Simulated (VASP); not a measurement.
# Re (Pm-3n) in VASP: single point with r2SCAN

Aim: the single point of Re with r2SCAN.

Program: VASP 6.6.1. These are calculated values, not measurements. Logs are shortened: lines on timing, memory, paths and dates and some standing lists are left out, and cuts for length are marked.

## 1. The cell of the first run

The structure is cubic, space group Pm-3n (No. 223). The conventional cell has a = 4.924 Å, b = 4.924 Å, c = 4.924 Å, α = 90.00°, β = 90.00°, γ = 90.00°. Re (site symmetry m-3) has 12 Re at 2.75 Å within 3.6 Å. Within 3.3 Å of Re (site symmetry -4m2) lie 14 Re at 2.46 to 3.02 Å.

## 2. Single point, r2SCAN

POSCAR reads:

```
Re
1.0
    4.9237730344      0.0000000000      0.0000000000
    0.0000000000      4.9237730344      0.0000000000
    0.0000000000      0.0000000000      4.9237730344
Re
8
Direct
    1.0000000000      1.0000000000      0.0000000000
    0.5000000000      0.5000000000      0.5000000000
    0.2500000000      1.0000000000      0.5000000000
    0.7500000000      0.0000000000      0.5000000000
    0.5000000000      0.2500000000      1.0000000000
    0.5000000000      0.7500000000      1.0000000000
    1.0000000000      0.5000000000      0.2500000000
    0.0000000000      0.5000000000      0.7500000000
```

INCAR.step1 reads:

```
PREC = Accurate ; ENCUT = 520
ISMEAR = -1 ; SIGMA = 0.1
LREAL = F ; LASPH = T
NELM = 80 ; NBANDS = 38
GGA = PE ; ALGO = Normal
EDIFF = 1E-4 ; LWAVE = T
LCHARG = F
```

INCAR.step2 reads:

```
PREC = Accurate ; ENCUT = 520
EDIFF = 1E-6 ; ISMEAR = -1
SIGMA = 0.1 ; LREAL = F
LASPH = T ; NELM = 80
ALGO = Normal ; ISIF = 2
LWAVE = F ; LCHARG = F
METAGGA = R2SCAN ; LMIXTAU = T
NBANDS = 38 ; ISTART = 1
```

KPOINTS reads:

```
regular mesh
0
Gamma
  7 7 7
```

Potentials or basis: VASP PAW PBE potentials, release 64 (Re).

On the command line:

```sh
$ cat potpaw_PBE.64/Re/POTCAR > POTCAR
$ cp INCAR.step1 INCAR
$ mpirun -np 1 vasp_std > vasp.out
$ cp INCAR.step2 INCAR
$ mpirun -np 1 vasp_std > vasp.out
```

OUTCAR:

```text
PREC = Accurate
   ENCUT = 520
   EDIFF = 1E-6
   ISMEAR = -1
   LREAL = F
   LASPH = T
   NELM = 80
   ISIF = 2
   METAGGA = R2SCAN
   ISTART = 1

 ion  position               nearest neighbor table
   1  0.000  0.000  0.000-   3 2.75   4 2.75   5 2.75   6 2.75   7 2.75   8 2.75   3 2.75   4 2.75
                             7 2.75   8 2.75   5 2.75   6 2.75
   2  0.500  0.500  0.500-   3 2.75   4 2.75   5 2.75   6 2.75   7 2.75   8 2.75   5 2.75   6 2.75
                             3 2.75   4 2.75   7 2.75   8 2.75
   3  0.250  0.000  0.500-   4 2.46   4 2.46   1 2.75   1 2.75   2 2.75   2 2.75   8 3.02   5 3.02
                             5 3.02   6 3.02   6 3.02   7 3.02   8 3.02   7 3.02
   4  0.750  0.000  0.500-   3 2.46   3 2.46   1 2.75   1 2.75   2 2.75   2 2.75   8 3.02   5 3.02
                             5 3.02   6 3.02   6 3.02   7 3.02   8 3.02   7 3.02
   5  0.500  0.250  0.000-   6 2.46   6 2.46   1 2.75   2 2.75   2 2.75   1 2.75   8 3.02   4 3.02
                             3 3.02   4 3.02   3 3.02   7 3.02   7 3.02   8 3.02
   6  0.500  0.750  0.000-   5 2.46   5 2.46   1 2.75   2 2.75   2 2.75   1 2.75   8 3.02   4 3.02
                             3 3.02   4 3.02   3 3.02   7 3.02   7 3.02   8 3.02
   7  0.000  0.500  0.250-   8 2.46   8 2.46   1 2.75   2 2.75   1 2.75   2 2.75   3 3.02   4 3.02
                             5 3.02   3 3.02   4 3.02   6 3.02   5 3.02   6 3.02
   8  0.000  0.500  0.750-   7 2.46   7 2.46   1 2.75   2 2.75   1 2.75   2 2.75   3 3.02   4 3.02
                             5 3.02   3 3.02   4 3.02   6 3.02   5 3.02   6 3.02

  LATTYP: Found a simple cubic cell.
 ALAT       =     4.9237730344

  Lattice vectors:

 A1 = (   4.9237730344,   0.0000000000,   0.0000000000)
 A2 = (   0.0000000000,   4.9237730344,   0.0000000000)
 A3 = (   0.0000000000,   0.0000000000,   4.9237730344)

Analysis of symmetry for initial positions (statically):
=====================================================================
 Subroutine PRICEL returns:
 Original cell was already a primitive cell.

 Routine SETGRP: Setting up the symmetry group for a
 simple cubic supercell.

 Subroutine GETGRP returns: Found 48 space group operations
 (whereof 24 operations were pure point group operations)
 out of a pool of 48 trial point group operations.

The static configuration has the point symmetry T_h .
 The point group associated with its full space group is O_h .

Analysis of symmetry for dynamics (positions and initial velocities):
=====================================================================
 Subroutine PRICEL returns:
 Original cell was already a primitive cell.

 Routine SETGRP: Setting up the symmetry group for a
 simple cubic supercell.

[... 121 lines left out ...]
   TEBEG  =    0.0;   TEEND  =   0.0 temperature during run
   PSTRESS=    0.0 pullay stress
   NELECT =      56.0000    total number of electrons
   NUPDOWN=      -1.0000    fix difference up-down
   EMIN   =  10.00;   EMAX   =-10.00  energy-range for DOS
   EFERMI =   0.00;   METHOD = LEGACY
   ISMEAR =    -1;   SIGMA  =   0.10  broadening in eV -4-tet -1-fermi 0-gaus
   EFERMI_NEDOS =   21; number of points for ismear=-14 and -15
   IALGO  =     38    algorithm
   IMIX   =      4    mixing-type and parameters
     AMIX     =   0.40;   BMIX     =  1.00
     AMIX_MAG =   1.60;   BMIX_MAG =  1.00
  volume/ion in A,a.u.               =      14.92       100.69
  Fermi-wavevector in a.u.,A,eV,Ry     =   1.272056  2.403837 22.015939  1.618126
  Thomas-Fermi vector in A             =   2.404955
   LORBIT       =      0    0 simple, 1 ext, 2 COOP (PROOUT), +10 PAW based schemes
   METAGGA = R2SCAN    functional components
   LHFCALC =     F    Hartree Fock is set to
   AEXX    =    0.0000 exact exchange contribution
   IVDW    =     0    specifies the selected vdW correction
   LEPSILON=     F    determine dielectric tensor
   LRPA    =     F    only Hartree local field effects (RPA)
 non-spin polarized calculation
  energy-cutoff  :      520.00
  volume of cell :      119.37
 maximum number of plane-waves:      3237
 NGX is ok and might be reduce to    40
   NGX = 19   NGY = 19   NGZ = 19

 number of electron      56.0000013 magnetization

 Free energy of the ion-electron system (eV)
  ---------------------------------------------------
  ext. energy  EPLUGINS =         0.00000000
  ---------------------------------------------------
  free energy    TOTEN  =      -418.50957659 eV

  energy without entropy =     -418.25373776  energy(sigma->0) =     -418.38165717

 E-fermi :   8.2713     XC(G=0): -14.8875

 val. band max:        8.2657067942   @ k =   0.2857   0.1429   0.1429
 cond. band min:       8.2801401553   @ k =   0.2857   0.1429   0.0000
 fundamental gap:      0.0144333611
 Fermi energy:         8.2713340022

 k-point     1 :       0.0000    0.0000    0.0000
  band No.  band energies     occupation
      1      -2.7157      2.00000
      2       0.7554      2.00000
      3       0.7554      2.00000
      4       1.9001      2.00000
      5       2.2971      2.00000
      6       2.2971      2.00000
[... 809 lines left out ...]
     37      10.6623      0.00000
     38      10.6833      0.00000

------------------------ aborting loop because EDIFF is reached ----------------------------------------

  FORCE on cell =-STRESS in cart. coord.  units (eV):
  Direction    XX          YY          ZZ          XY          YZ          ZX
  --------------------------------------------------------------------------------------
  -------------------------------------------------------------------------------------
  Total       -0.0196524     -0.0196524     -0.0196524     -0.0000000     -0.0000000      0.0000000
  in kB       -0.2637735     -0.2637735     -0.2637735     -0.0000000     -0.0000000      0.0000000
  external PRESSURE =      -0.2637735 kB  Pullay stress =       0.0000000 kB

 VOLUME and BASIS-vectors are now :
 -----------------------------------------------------------------------------
  energy-cutoff  :      520.00
  volume of cell :      119.37
      direct lattice vectors                 reciprocal lattice vectors
     4.923773034  0.000000000  0.000000000     0.203096283  0.000000000  0.000000000
     0.000000000  4.923773034  0.000000000     0.000000000  0.203096283  0.000000000
     0.000000000  0.000000000  4.923773034     0.000000000  0.000000000  0.203096283

 POSITION                                       TOTAL-FORCE (eV/Angst)
 -----------------------------------------------------------------------------------
      0.00000      0.00000      0.00000         0.000000      0.000000     -0.000000
      2.46189      2.46189      2.46189         0.000000      0.000000     -0.000000
      1.23094      0.00000      2.46189        -0.000000     -0.000000      0.000000
      3.69283      0.00000      2.46189         0.000000      0.000000     -0.000000
      2.46189      1.23094      0.00000        -0.000000      0.000000     -0.000000
      2.46189      3.69283      0.00000        -0.000000      0.000000     -0.000000
      0.00000      2.46189      1.23094         0.000000      0.000000     -0.000000
      0.00000      2.46189      3.69283         0.000000     -0.000000      0.000000
 -----------------------------------------------------------------------------------
    total drift:                               -0.000000     -0.000000     -0.000000

  FREE ENERGIE OF THE ION-ELECTRON SYSTEM (eV)
  ---------------------------------------------------
  free  energy   TOTEN  =      -418.5095765855 eV

  energy  without entropy=     -418.2537377616  energy(sigma->0) =     -418.38165717
```

OUTCAR.step1:

```text
PREC = Accurate
   ENCUT = 520
   ISMEAR = -1
   LREAL = F
   LASPH = T
[... 1066 lines left out ...]
      2.46189      1.23094      0.00000         0.000000     -0.000000      0.000000
      2.46189      3.69283      0.00000        -0.000000      0.000000     -0.000000
      0.00000      2.46189      1.23094        -0.000000     -0.000000     -0.000000
      0.00000      2.46189      3.69283         0.000000      0.000000      0.000000
 -----------------------------------------------------------------------------------
    total drift:                               -0.000000     -0.000000     -0.000000

  FREE ENERGIE OF THE ION-ELECTRON SYSTEM (eV)
  ---------------------------------------------------
  free  energy   TOTEN  =       -98.1218745180 eV

  energy  without entropy=      -97.8557450225  energy(sigma->0) =      -97.98880977
```

Wall time 12 min (1 thread of AMD EPYC 7R13 (Zen 3), shared host); peak memory 0.25 GiB.

Results:

| Property | Result |
| --- | --- |
| Free energy | -418.5096 eV |
| Pressure | 0.0 GPa |
| Band gap on the k mesh | zero (band 28 reaches 8.49 eV, above the bottom of band 29 at 8.15 eV) |

Caveat: the PAW data sets were made with another functional, which shifts forces and pressure a little; spin-orbit coupling is left out, which moves the levels of the heavy elements.
